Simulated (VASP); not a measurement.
# Pd (Fd-3m) in VASP: notebook

The runs below take Pd through single point, with PBEsol.

Program: VASP 6.6.1. These are calculated values, not measurements. Logs are shortened: lines on timing, memory, paths and dates and some standing lists are left out, and cuts for length are marked.

## 1. The cell of the first run

It takes space group Fd-3m (No. 227, cubic). Conventional cell: a = 5.687 Å, b = 5.687 Å, c = 5.687 Å, α = 90.00°, β = 90.00°, γ = 90.00°. Within 3.3 Å of Pd (site symmetry -43m) lie 4 Pd at 2.46 Å.

This isn't the form of Pd at room conditions, which is fcc.

## 2. Single point, PBEsol, collinear spin

Contents of INCAR:

```
SYSTEM = Pd
PREC = Accurate ; ENCUT = 520
EDIFF = 1E-6 ; ISMEAR = -1
SIGMA = 0.05 ; LREAL = .FALSE.
LASPH = .TRUE. ; NELM = 150
ALGO = Normal ; ISIF = 2
LWAVE = .FALSE. ; LCHARG = .TRUE.
ISPIN = 2 ; MAGMOM = 0.5 -0.5
LORBIT = 11 ; LMAXMIX = 4
GGA = PS ; LELF = .TRUE.
LVHAR = .TRUE. ; NBANDS = 21
```

Contents of KPOINTS:

```
Automatic mesh
0
G
  10 10 10
  0 0 0
```

Contents of POSCAR:

```
Pd
1.0
    0.0000000000      2.8435931986      2.8435931986
    2.8435931986      0.0000000000      2.8435931986
    2.8435931986      2.8435931986      0.0000000000
Pd
2
Direct
    0.1250000000      0.1250000000      0.1250000000
    0.8750000000      0.8750000000      0.8750000000
```

Potentials or basis: VASP PAW PBE potentials, release 64 (Pd).

Started as:

```
$ cat potpaw_PBE.64/Pd/POTCAR > POTCAR
$ mpirun -np 1 vasp_std > vasp.out
```

OUTCAR:

```text
SYSTEM = Pd
   PREC = Accurate
   ENCUT = 520
   EDIFF = 1E-6
   ISMEAR = -1
   LREAL = .FALSE.
   LASPH = .TRUE.
   NELM = 150
   ISIF = 2
   ISPIN = 2
   LORBIT = 11
   GGA = PS

 ion  position               nearest neighbor table
   1  0.125  0.125  0.125-   2 2.46   2 2.46   2 2.46   2 2.46
   2  0.875  0.875  0.875-   1 2.46   1 2.46   1 2.46   1 2.46

  LATTYP: Found a face centered cubic cell.
 ALAT       =     5.6871863972

  Lattice vectors:

 A1 = (   0.0000000000,   2.8435931986,   2.8435931986)
 A2 = (   2.8435931986,   0.0000000000,   2.8435931986)
 A3 = (   2.8435931986,   2.8435931986,   0.0000000000)

Analysis of symmetry for initial positions (statically):
=====================================================================
 Subroutine PRICEL returns:
 Original cell was already a primitive cell.

 Routine SETGRP: Setting up the symmetry group for a
 face centered cubic supercell.

 Subroutine GETGRP returns: Found 48 space group operations
 (whereof 12 operations were pure point group operations)
 out of a pool of 48 trial point group operations.

The static configuration has the point symmetry D_3d.
 The point group associated with its full space group is O_h .

Analysis of symmetry for dynamics (positions and initial velocities):
=====================================================================
 Subroutine PRICEL returns:
 Original cell was already a primitive cell.

 Routine SETGRP: Setting up the symmetry group for a
 face centered cubic supercell.

 Subroutine GETGRP returns: Found 48 space group operations
 (whereof 12 operations were pure point group operations)
 out of a pool of 48 trial point group operations.

The dynamic configuration has the point symmetry D_3d.
 The point group associated with its full space group is O_h .

Analysis of structural, dynamic, and magnetic symmetry:
=====================================================================
 Subroutine PRICEL returns:
 Original cell was already a primitive cell.

 Routine SETGRP: Setting up the symmetry group for a
 face centered cubic supercell.

 Subroutine GETGRP returns: Found 48 space group operations
 (whereof 12 operations were pure point group operations)
 out of a pool of 48 trial point group operations.

The overall configuration has the point symmetry D_3d.
 The point group associated with its full space group is O_h .

 Subroutine INISYM returns: Found 48 space group operations
 (whereof 12 operations are pure point group operations),
 and found     1 'primitive' translations

[... 113 lines left out ...]
     AMIX     =   0.40;   BMIX     =  1.00
     AMIX_MAG =   1.60;   BMIX_MAG =  1.00
  volume/ion in A,a.u.               =      22.99       155.17
  Fermi-wavevector in a.u.,A,eV,Ry     =   1.240340  2.343902 20.931787  1.538443
  Thomas-Fermi vector in A             =   2.374785
   LORBIT       =     11    0 simple, 1 ext, 2 COOP (PROOUT), +10 PAW based schemes
   GGA     = PS    functional components
   LHFCALC =     F    Hartree Fock is set to
   AEXX    =    0.0000 exact exchange contribution
   IVDW    =     0    specifies the selected vdW correction
   LEPSILON=     F    determine dielectric tensor
   LRPA    =     F    only Hartree local field effects (RPA)
 spin polarized calculation
  energy-cutoff  :      520.00
  volume of cell :       45.99
 maximum number of plane-waves:      1266
 NGX is ok and might be reduce to    30
   NGX = 15   NGY = 15   NGZ = 15

 number of electron      19.9999996 magnetization       0.0000000

 number of electron      19.9999996 magnetization      -0.0000000

 Free energy of the ion-electron system (eV)
  ---------------------------------------------------
  ext. energy  EPLUGINS =         0.00000000
  ---------------------------------------------------
  free energy    TOTEN  =        -9.25912011 eV

  energy without entropy =       -9.20071122  energy(sigma->0) =       -9.22991567

 E-fermi :   4.3740     XC(G=0): -10.4768

 val. band max:        4.3716007118   @ k =  -0.3000   0.4000   0.1000
 cond. band min:       4.3857675382   @ k =  -0.3000   0.2000   0.0000
 fundamental gap:      0.0141668264
 Fermi energy:         4.3740358536

 spin component 1

 k-point     1 :       0.0000    0.0000    0.0000
  band No.  band energies     occupation
      1      -0.4842      1.00000
      2       0.7726      1.00000
      3       0.7726      1.00000
      4       0.9223      1.00000
      5       0.9223      1.00000
      6       0.9223      1.00000
[... 565 lines left out ...]
     20      23.6133      0.00000
     21      24.8228      0.00000

 [... further k-points ...]

 spin component 2

 k-point     1 :       0.0000    0.0000    0.0000
  band No.  band energies     occupation
      1      -0.4842      1.00000
      2       0.7726      1.00000
      3       0.7726      1.00000
      4       0.9223      1.00000
      5       0.9223      1.00000
      6       0.9223      1.00000
[... 565 lines left out ...]
     20      23.6133      0.00000
     21      24.8228      0.00000

 [... further k-points ...]
[... 5 lines left out ...]
  --------------------------------------------------------------------------------------
  -------------------------------------------------------------------------------------
  Total       -0.1605408     -0.1605408     -0.1605408     -0.0000000      0.0000000      0.0000000
  in kB       -5.5932413     -5.5932413     -5.5932413     -0.0000000      0.0000000      0.0000000
  external PRESSURE =      -5.5932413 kB  Pullay stress =       0.0000000 kB

 VOLUME and BASIS-vectors are now :
 -----------------------------------------------------------------------------
  energy-cutoff  :      520.00
  volume of cell :       45.99
      direct lattice vectors                 reciprocal lattice vectors
     0.000000000  2.843593199  2.843593199    -0.175833871  0.175833871  0.175833871
     2.843593199  0.000000000  2.843593199     0.175833871 -0.175833871  0.175833871
     2.843593199  2.843593199  0.000000000     0.175833871  0.175833871 -0.175833871

 POSITION                                       TOTAL-FORCE (eV/Angst)
 -----------------------------------------------------------------------------------
      0.71090      0.71090      0.71090         0.000000      0.000000      0.000000
      4.97629      4.97629      4.97629        -0.000000     -0.000000     -0.000000
 -----------------------------------------------------------------------------------
    total drift:                               -0.000000      0.000000      0.000000

  FREE ENERGIE OF THE ION-ELECTRON SYSTEM (eV)
  ---------------------------------------------------
  free  energy   TOTEN  =        -9.2591201142 eV

  energy  without entropy=       -9.2007112212  energy(sigma->0) =       -9.22991567

 total charge

# of ion       s       p       d       tot
------------------------------------------
    1        0.509   0.339   8.511   9.359
    2        0.509   0.339   8.511   9.359
--------------------------------------------------
tot          1.018   0.678  17.022  18.718

 magnetization (x)

# of ion       s       p       d       tot
------------------------------------------
    1       -0.000  -0.000  -0.000  -0.000
    2        0.000   0.000   0.000   0.000
--------------------------------------------------
tot          0.000   0.000   0.000   0.000
```

OSZICAR:

```text
N       E                     dE             d eps       ncg     rms          rms(c)
DAV:   1     0.104825405578E+03    0.10483E+03   -0.95671E+03  3948   0.878E+02
DAV:   2    -0.717580596723E+01   -0.11200E+03   -0.10326E+03  4383   0.203E+02
DAV:   3    -0.954455156113E+01   -0.23687E+01   -0.23487E+01  4688   0.314E+01
DAV:   4    -0.956739355312E+01   -0.22842E-01   -0.22838E-01  4561   0.296E+00
DAV:   5    -0.956793213404E+01   -0.53858E-03   -0.53858E-03  4699   0.515E-01    0.862E+00
DAV:   6    -0.929260772549E+01    0.27532E+00   -0.13625E+00  4319   0.853E+00    0.466E+00
DAV:   7    -0.926784644834E+01    0.24761E-01   -0.56673E-02  4274   0.178E+00    0.268E+00
DAV:   8    -0.925944187278E+01    0.84046E-02   -0.59969E-03  4813   0.521E-01    0.388E-01
DAV:   9    -0.925909747012E+01    0.34440E-03   -0.23313E-04  4508   0.110E-01    0.662E-02
DAV:  10    -0.925911502299E+01   -0.17553E-04   -0.17262E-05  4675   0.299E-02    0.277E-02
DAV:  11    -0.925912283560E+01   -0.78126E-05   -0.40436E-06  4415   0.140E-02    0.159E-02
DAV:  12    -0.925912004720E+01    0.27884E-05   -0.43065E-07  3442   0.601E-03    0.142E-03
DAV:  13    -0.925912011424E+01   -0.67040E-07   -0.13473E-07  2344   0.280E-03
   1 F= -.92591201E+01 E0= -.92299157E+01  d E =-.584089E-01  mag=     0.0000
```

stdout:

```text
POSCAR found type information on POSCAR Pd
 POSCAR found :  1 types and       2 ions
 scaLAPACK will be used
 -----------------------------------------------------------------------------
|                                                                             |
|                                                                             |
|     You enforced a specific xc type in the INCAR file but a different       |
|     I HOPE YOU KNOW WHAT YOU ARE DOING!                                     |
|                                                                             |
 -----------------------------------------------------------------------------

 LDA part: xc-table for (Slater+PW92), standard interpolation
 POSCAR, INCAR and KPOINTS ok, starting setup
 FFT: planning ... GRIDC
 FFT: planning ... GRID_SOFT
 FFT: planning ... GRID
 WAVECAR not read
 entering main loop
```

It took 74 s on 1 thread of Intel Xeon Platinum 8259CL at 2.50GHz (Skylake/Cascade Lake), shared host; peak memory 0.22 GiB.

Results:

```yaml
Free_energy: -9.2591 eV
Pressure: -0.6 GPa
Band_gap_on_the_k_mesh: zero (filled and empty bands overlap)
Net_moment: 0.00 μB per cell
Valence_electrons_inside_the_program's_atomic_spheres: Pd 9.36
```

Levels at points of the mesh, in eV from the Fermi level:
Spin up:
```
           k point  band 6  band 7  band 8  band 9  band 10  band 11  band 12  band 13  band 14  band 15
(0.00, 0.00, 0.00)   -3.45   -1.43   -1.43   -1.43    -0.15    -0.15    12.00    12.00    12.00    12.43
(0.50, 0.00, 0.00)   -3.23   -1.08   -1.08   -0.34    -0.34    -0.21     1.34     8.73     8.73    10.59
(0.50, 0.50, 0.00)   -2.04   -1.95   -1.95   -0.15    -0.15     1.96     1.96     4.82     4.82     9.69
```
Spin down:
```csv
k point,band 8,band 9,band 10,band 11,band 12,band 13
"(0.00, 0.00, 0.00)",-1.43,-1.43,-0.15,-0.15,12.00,12.00
"(0.50, 0.00, 0.00)",-1.08,-0.34,-0.34,-0.21,1.34,8.73
"(0.50, 0.50, 0.00)",-1.95,-0.15,-0.15,1.96,1.96,4.82
```

Caveat: the PAW data sets were made with another functional, which shifts forces and pressure a little.

## 3. Single point, PBEsol, collinear spin (20.23 Å³/atom)

This run uses another cell than the first one, of 20.23 Å³/atom.

Contents of INCAR:

```
SYSTEM = Pd
PREC     = Accurate       ! precision mode
ENCUT    = 520            ! plane-wave cutoff, eV
EDIFF    = 1E-7           ! SCF threshold, eV
ISMEAR   = -1             ! smearing method
SIGMA    = 0.05           ! smearing width, eV
LREAL    = .FALSE.        ! projectors in reciprocal space
LASPH    = .TRUE.         ! aspherical terms in the spheres
NELM     = 150            ! most SCF steps
ALGO     = Normal         ! electronic algorithm
ISIF     = 2              ! what is computed and relaxed
LWAVE    = .FALSE.        ! write WAVECAR
LCHARG   = .TRUE.         ! write CHGCAR
ISPIN    = 2              ! spin polarisation
MAGMOM   = -0.467 -0.467  ! initial moments
LORBIT   = 11             ! projections on sites
LMAXMIX  = 4              ! l up to which the mixer works
GGA      = PS             ! functional
LELF     = .TRUE.         ! ELF
LVHAR    = .TRUE.       
NBANDS   = 21             ! bands
```

Contents of KPOINTS:

```
Automatic mesh
0
G
  11 11 11
  0 0 0
```

Contents of POSCAR:

```
Pd
1.0
    0.0000000000      2.7249697834      2.7249697834
    2.7249697834      0.0000000000      2.7249697834
    2.7249697834      2.7249697834      0.0000000000
Pd
2
Direct
    0.1250000000      0.1250000000      0.1250000000
    0.8750000000      0.8750000000      0.8750000000
```

Potentials or basis: VASP PAW PBE potentials, release 64 (Pd).

Started as:

```
$ cat potpaw_PBE.64/Pd/POTCAR > POTCAR
$ mpirun -np 1 vasp_std > vasp.out
```

Run time: 92 s. Hardware: 1 thread of Intel Xeon Platinum 8259CL at 2.50GHz (Skylake/Cascade Lake), shared host; peak memory 0.22 GiB.

The run converged. Its results:

```
Free energy                                           : -9.0686 eV
Pressure                                              : 14.1 GPa
Net moment                                            : -0.95 μB per cell
Site moments                                          : Pd -0.46 μB
Valence electrons inside the program's atomic spheres : Pd 9.57
```

Levels at points of the mesh, in eV from the Fermi level:
Spin up:
```tsv
k point	band 7	band 8	band 9	band 10	band 11	band 12	band 13	band 14
(0.00, 0.00, 0.00)	-1.59	-1.59	-1.59	0.01	0.01	12.98	12.98	12.98
```
Spin down:
| k point | band 9 | band 10 | band 11 | band 12 | band 13 | band 14 |
| --- | --- | --- | --- | --- | --- | --- |
| (0.00, 0.00, 0.00) | -1.92 | -0.34 | -0.34 | 12.89 | 12.89 | 12.89 |

Caveat: the cell stands under pressure; the PAW data sets were made with another functional, which shifts forces and pressure a little.
